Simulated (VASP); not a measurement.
Al:

```
CELL_PARAMETERS angstrom
0.00000 2.06452 2.06452
2.06452 0.00000 2.06452
2.06452 2.06452 0.00000
ATOMIC_POSITIONS crystal
Al 0.00000 0.00000 0.00000
```

This cell differs from its parent crystal: volume scaled by 1.06.

Base run:

```yaml
Program: VASP 6.6.1
Functional: PBEsol
Potentials_or_basis: VASP PAW PBE potentials, release 64 (Al)
Cutoff: 520 eV
k_mesh: 11 × 11 × 11
Occupations: fermi-dirac, width 0.05 eV
Spin: no spin polarisation
```

Its results: pressure -5.7 GPa.

**Question.** The run is repeated on the same cell with these changes: functional from PBEsol to revPBE. What comes out?

**Answer.** Pressure -3.6 GPa.

revPBE binds less tightly than PBEsol, so the same cell stands under more pressure.

Caveats: the PAW data sets were made with another functional, which shifts forces and pressure a little.
